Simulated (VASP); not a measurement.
# Tm2I3 (Pm-3m) in VASP: a series of runs, part 3 of 3

VASP 6.6.1. The steps go on from the part before.

## (4) Single point, PBE

This run uses another cell than the first one, of 41.38 Å³/atom.

INCAR

```
PREC = Accurate
ENCUT = 500
EDIFF = 1E-6
ISMEAR = 0
SIGMA = 0.1
LREAL = False
LASPH = True
NELM = 200
ALGO = Normal
ISIF = 2
LWAVE = False
LCHARG = False
GGA = PE
NBANDS = 28
GGA_COMPAT = False
LMAXMIX = 6
```

KPOINTS

```
regular mesh
0
Gamma
  8 8 8
```

POSCAR

```
Tm2I3
1.0
    5.9145395769      0.0000000000      0.0000000000
    0.0000000000      5.9145395769      0.0000000000
    0.0000000000      0.0000000000      5.9145395769
Tm I
2 3
Direct
    0.5000000000      0.5000000000      0.5000000000
    0.0000000000      0.0000000000      0.0000000000
    0.5000000000      0.0000000000      0.0000000000
    0.0000000000      0.5000000000      0.0000000000
    0.0000000000      0.0000000000      0.5000000000
```

Potentials or basis: VASP PAW PBE potentials, release 64 (Tm_3, I), 4f in core.

Command:

```sh
$ cat potpaw_PBE.64/Tm_3/POTCAR potpaw_PBE.64/I/POTCAR > POTCAR
$ mpirun -np 1 vasp_std > vasp.out
```

OUTCAR:

```text
PREC = Accurate
   ENCUT = 500
   EDIFF = 1E-6
   ISMEAR = 0
   LREAL = False
   LASPH = True
   NELM = 200
   ISIF = 2
   GGA = PE

 ion  position               nearest neighbor table
   1  0.500  0.500  0.500-
   2  0.000  0.000  0.000-   3 2.96   4 2.96   5 2.96   5 2.96   4 2.96   3 2.96
   3  0.500  0.000  0.000-   2 2.96   2 2.96
   4  0.000  0.500  0.000-   2 2.96   2 2.96
   5  0.000  0.000  0.500-   2 2.96   2 2.96

  LATTYP: Found a simple cubic cell.
 ALAT       =     5.9145395769

  Lattice vectors:

 A1 = (   5.9145395769,   0.0000000000,   0.0000000000)
 A2 = (   0.0000000000,   5.9145395769,   0.0000000000)
 A3 = (   0.0000000000,   0.0000000000,   5.9145395769)

Analysis of symmetry for initial positions (statically):
=====================================================================
 Subroutine PRICEL returns:
 Original cell was already a primitive cell.

 Routine SETGRP: Setting up the symmetry group for a
 simple cubic supercell.

 Subroutine GETGRP returns: Found 48 space group operations
[... 172 lines left out ...]
 E-fermi :   4.3744     XC(G=0):  -8.2901

 val. band max:        4.3505019389   @ k =   0.2500   0.1250   0.0000
 cond. band min:       4.3786333284   @ k =   0.1250   0.0000   0.0000
 fundamental gap:      0.0281313895
 Fermi energy:         4.3743873208

 k-point     1 :       0.0000    0.0000    0.0000
  band No.  band energies     occupation
      1     -24.1206      2.00000
      2     -24.1206      2.00000
      3     -24.1206      2.00000
      4     -22.9765      2.00000
      5     -22.9765      2.00000
      6     -22.9765      2.00000
[... 733 lines left out ...]
     27       5.9195      0.00000
     28       6.1472      0.00000

 [... further k-points ...]

------------------------ aborting loop because EDIFF is reached ----------------------------------------

  FORCE on cell =-STRESS in cart. coord.  units (eV):
  Direction    XX          YY          ZZ          XY          YZ          ZX
  --------------------------------------------------------------------------------------
  -------------------------------------------------------------------------------------
  Total        0.1574114      0.1574114      0.1574114     -0.0000000     -0.0000000      0.0000000
  in kB        1.2189444      1.2189444      1.2189444     -0.0000000     -0.0000000      0.0000000
  external PRESSURE =       1.2189444 kB  Pullay stress =       0.0000000 kB

 VOLUME and BASIS-vectors are now :
 -----------------------------------------------------------------------------
  energy-cutoff  :      500.00
  volume of cell :      206.90
      direct lattice vectors                 reciprocal lattice vectors
     5.914539577  0.000000000  0.000000000     0.169074868  0.000000000  0.000000000
     0.000000000  5.914539577  0.000000000     0.000000000  0.169074868  0.000000000
     0.000000000  0.000000000  5.914539577     0.000000000  0.000000000  0.169074868

 POSITION                                       TOTAL-FORCE (eV/Angst)
 -----------------------------------------------------------------------------------
      2.95727      2.95727      2.95727         0.000000      0.000000      0.000000
      0.00000      0.00000      0.00000         0.000000      0.000000      0.000000
      2.95727      0.00000      0.00000         0.000000      0.000000      0.000000
      0.00000      2.95727      0.00000         0.000000      0.000000      0.000000
      0.00000      0.00000      2.95727         0.000000      0.000000      0.000000
 -----------------------------------------------------------------------------------
    total drift:                                0.000000     -0.000000      0.000000

  FREE ENERGIE OF THE ION-ELECTRON SYSTEM (eV)
  ---------------------------------------------------
  free  energy   TOTEN  =       -15.4866513532 eV

  energy  without entropy=      -15.4654801903  energy(sigma->0) =      -15.47606577
```

OSZICAR:

```text
N       E                     dE             d eps       ncg     rms          rms(c)
DAV:   1     0.297979721844E+03    0.29798E+03   -0.14605E+04  2000   0.113E+03
DAV:   2     0.290983151082E+02   -0.26888E+03   -0.26004E+03  2300   0.375E+02
DAV:   3    -0.130447912958E+02   -0.42143E+02   -0.40516E+02  2960   0.948E+01
DAV:   4    -0.159354061429E+02   -0.28906E+01   -0.28632E+01  3048   0.274E+01
[... 10 lines left out ...]
DAV:  15    -0.154866632724E+02    0.15709E-04   -0.14361E-05  2864   0.223E-02    0.510E-02
DAV:  16    -0.154866578423E+02    0.54302E-05   -0.68941E-06  2824   0.141E-02    0.234E-02
DAV:  17    -0.154866528693E+02    0.49729E-05   -0.50514E-06  2252   0.110E-02    0.133E-02
DAV:  18    -0.154866516357E+02    0.12336E-05   -0.11900E-05  2944   0.137E-02    0.518E-03
DAV:  19    -0.154866513532E+02    0.28255E-06   -0.10948E-06  1572   0.516E-03
   1 F= -.15486651E+02 E0= -.15476066E+02  d E =-.211712E-01
```

stdout:

```text
POSCAR found type information on POSCAR TmI
 POSCAR found :  2 types and       5 ions
 scaLAPACK will be used
 LDA part: xc-table for (Slater+PW92), standard interpolation
 POSCAR, INCAR and KPOINTS ok, starting setup
 FFT: planning ... GRIDC
 FFT: planning ... GRID_SOFT
 FFT: planning ... GRID
 WAVECAR not read
 entering main loop
```

It took 2.9 min on 1 thread of Intel Xeon 6975P-C (Granite Rapids), shared host; peak memory 0.39 GiB.

What came out:

```
Free energy            : -15.4867 eV
Pressure               : 0.1 GPa
Band gap on the k mesh : zero (an odd number of electrons rules out a gap without spin polarisation)
```

Caveat: spin-orbit coupling is left out, which moves the levels of the heavy elements; the 4f electrons are frozen in the core, so they carry no moment and show no levels; an odd number of electrons without spin polarisation forces a metal; a magnetic or distorted state may lie lower; the run has no spin polarisation, though such a crystal can be magnetic. Spin polarisation is off, so any magnetic state and its effect on volume and gap are missing.

## (5) Relaxation of cell and atoms, PBE

This run uses another cell than the first one, of 41.38 Å³/atom.

INCAR

```
ALGO     = Normal         # electronic algorithm
EDIFF    = 1E-7           # SCF threshold, eV
EDIFFG   = -0.01          # ionic threshold
ENCUT    = 500            # plane-wave cutoff, eV
GGA      = PE             # functional
GGA_COMPAT= F            
IBRION   = 2              # ionic algorithm
ISIF     = 3              # what is computed and relaxed
ISMEAR   = 0              # smearing method
LASPH    = T              # aspherical terms in the spheres
LCHARG   = F              # write CHGCAR
LMAXMIX  = 6              # l up to which the mixer works
LREAL    = F              # projectors in reciprocal space
LWAVE    = F              # write WAVECAR
NELM     = 200            # most SCF steps
NELMIN   = 4            
NSW      = 100            # ionic steps
PREC     = Accurate       # precision mode
SIGMA    = 0.1            # smearing width, eV
```

KPOINTS

```
k-points
0
Gamma
  6 6 6
```

POSCAR is that of step 4.

Command:

```sh
$ cat potpaw_PBE.64/Tm_3/POTCAR potpaw_PBE.64/I/POTCAR > POTCAR
$ mpirun -np 1 vasp_std > vasp.out
```

Run time: 3.7 min. Hardware: 1 thread of Intel Xeon 6975P-C (Granite Rapids), shared host; peak memory 0.38 GiB.

It converged, with:

| Item | Value |
| --- | --- |
| Free energy | -15.4875 eV |
| Relaxed volume | 41.57 Å³/atom |
| Relaxed cell | a = 5.924 Å, b = 5.924 Å, c = 5.924 Å, α = 90.00°, β = 90.00°, γ = 90.00° |
| Space group after relaxing (to 0.1 Å) | Pm-3m (No. 221) |
| Energy gained by relaxing | 0.1 meV/atom |
| Ionic steps | 2 |
| Pressure after relaxing | 0.0 GPa |

The path:
```csv
step,energy change (eV),largest force (eV/Å),pressure (GPa),volume (Å³)
1,0.0000,0.0000,0.12,206.90
2,-0.0004,0.0000,0.01,207.87
```

Final structure:
```
CELL_PARAMETERS angstrom
5.92374 0.00000 0.00000
0.00000 5.92374 0.00000
0.00000 0.00000 5.92374
ATOMIC_POSITIONS crystal
Tm 0.50000 0.50000 0.50000
Tm 0.00000 0.00000 0.00000
I 0.50000 0.00000 0.00000
I 0.00000 0.50000 0.00000
I 0.00000 0.00000 0.50000
```

Levels at points of the mesh, in eV from the Fermi level:
```csv
k point,band 17,band 18,band 19,band 20,band 21,band 22
"(0.00, 0.00, 0.00)",-3.50,-3.50,-2.04,-0.55,-0.55,-0.55
"(0.50, 0.00, 0.00)",-3.64,-3.64,-0.50,-0.22,0.29,0.61
"(0.50, 0.50, 0.00)",-4.35,-3.08,-0.74,0.41,0.49,0.87
"(0.50, 0.50, 0.50)",-3.04,-3.04,-1.82,0.22,0.22,0.22
```

Caveat: the highest band is partly filled, so the run has too few bands; spin-orbit coupling is left out, which moves the levels of the heavy elements; the 4f electrons are frozen in the core, so they carry no moment and show no levels; the run has no spin polarisation, though such a crystal can be magnetic. Spin polarisation is off, so any magnetic state and its effect on volume and gap are missing.

## (6) Relaxation of cell and atoms, PBE

INCAR

```
ALGO = Normal ; EDIFF = 1E-7
EDIFFG = -0.01 ; ENCUT = 500
GGA = PE ; GGA_COMPAT = False
IBRION = 2 ; ISIF = 3
ISMEAR = 0 ; LASPH = True
LCHARG = False ; LMAXMIX = 6
LREAL = False ; LWAVE = False
NELM = 200 ; NELMIN = 4
NSW = 100 ; PREC = Accurate
SIGMA = 0.1
```

KPOINTS

```
k-points
0
Gamma
  8 8 8
```

POSCAR: that of step 5 with these lines changed.

```diff
@@ -2,5 +2,5 @@
 1.0
-    5.9145395769      0.0000000000      0.0000000000
-    0.0000000000      5.9145395769      0.0000000000
-    0.0000000000      0.0000000000      5.9145395769
+    5.6968726300      0.0000000000      0.0000000000
+    0.0000000000      5.6968726300      0.0000000000
+    0.0000000000      0.0000000000      5.6968726300
 Tm I
```

Potentials or basis: VASP PAW PBE potentials, release 64 (Tm_3, I), 4f in core.

Command:

```sh
$ cat potpaw_PBE.64/Tm_3/POTCAR potpaw_PBE.64/I/POTCAR > POTCAR
$ mpirun -np 1 vasp_std > vasp.out
```

Run time: 7.7 min. Hardware: 1 thread of Intel Xeon 6975P-C (Granite Rapids), shared host; peak memory 0.35 GiB.

Results (log left out):

```yaml
Free_energy: -15.4856 eV
Relaxed_volume: 41.56 Å³/atom
Relaxed_cell: a = 5.923 Å, b = 5.923 Å, c = 5.923 Å, α = 90.00°, β = 90.00°, γ = 90.00°
Space_group_after_relaxing_to_0.1_Å: Pm-3m (No. 221)
Energy_gained_by_relaxing: 49.3 meV/atom
Ionic_steps: 3
Pressure_after_relaxing: 0.0 GPa
```

Step by step:
```tsv
step	energy change (eV)	largest force (eV/Å)	pressure (GPa)	volume (Å³)
1	0.0000	0.0000	3.84	184.89
2	-0.2454	0.0000	-0.20	209.61
3	-0.2464	0.0000	0.01	207.82
```

Final structure:
```cif
data_structure
_symmetry_space_group_name_H-M 'P 1'
_symmetry_Int_Tables_number 1
_cell_length_a 5.9233
_cell_length_b 5.9233
_cell_length_c 5.9233
_cell_angle_alpha 90.000
_cell_angle_beta 90.000
_cell_angle_gamma 90.000
_cell_volume 207.82
loop_
_atom_site_label
_atom_site_type_symbol
_atom_site_fract_x
_atom_site_fract_y
_atom_site_fract_z
_atom_site_occupancy
Tm1 Tm 0.50000 0.50000 0.50000 1
Tm2 Tm 0.00000 0.00000 0.00000 1
I1 I 0.50000 0.00000 0.00000 1
I2 I 0.00000 0.50000 0.00000 1
I3 I 0.00000 0.00000 0.50000 1
```

Levels at points of the mesh, in eV from the Fermi level:
```tsv
k point	band 17	band 18	band 19	band 20	band 21	band 22
(0.00, 0.00, 0.00)	-3.53	-3.53	-2.08	-0.59	-0.59	-0.59
(0.50, 0.00, 0.00)	-3.68	-3.68	-0.54	-0.25	0.26	0.57
(0.50, 0.50, 0.00)	-4.38	-3.12	-0.77	0.38	0.46	0.83
(0.50, 0.50, 0.50)	-3.07	-3.07	-1.85	0.19	0.19	0.19
```

Caveat: the highest band is partly filled, so the run has too few bands; spin-orbit coupling is left out, which moves the levels of the heavy elements; the 4f electrons are frozen in the core, so they carry no moment and show no levels; the run has no spin polarisation, though such a crystal can be magnetic. Spin polarisation is off, so any magnetic state and its effect on volume and gap are missing.

## (7) Summary

| task | cell | k mesh | gap on the mesh (eV) | pressure (GPa) | relaxed volume (Å³/atom) |
| --- | --- | --- | --- | --- | --- |
| single point | a = 5.697 Å, 5 atoms | 4 × 4 × 4 | none | 4.0 | - |
| single point | a = 5.915 Å, 5 atoms | 6 × 6 × 6 | none | 0.1 | - |
| single point | a = 5.915 Å, 5 atoms | 8 × 8 × 8 | none | 0.1 | - |
| relaxation of cell and atoms | relaxed from a = 5.915 Å, 5 atoms | 6 × 6 × 6 | - | 0.0 | 41.57 |
| relaxation of cell and atoms | relaxed from a = 5.697 Å, 5 atoms | 8 × 8 × 8 | - | 0.0 | 41.56 |

Alike in all rows: level PBE; potentials or basis VASP PAW PBE potentials, release 64 (Tm_3, I), 4f in core; no spin polarisation; cutoff (eV) 500; smearing gaussian 0.1 eV.

Caveats: spin-orbit coupling is left out, which moves the levels of the heavy elements; the 4f electrons are frozen in the core, so they carry no moment and show no levels; the run has no spin polarisation, though such a crystal can be magnetic; an odd number of electrons without spin polarisation forces a metal (at least some runs); a magnetic or distorted state may lie lower (at least some runs); the highest band is partly filled, so the run has too few bands (at least some runs); the cell stands under pressure (at least some runs).

Absolute energies hang on the potentials; compare differences alone.

The gap in the log of VASP goes by the Fermi energy; the results here count the filled bands.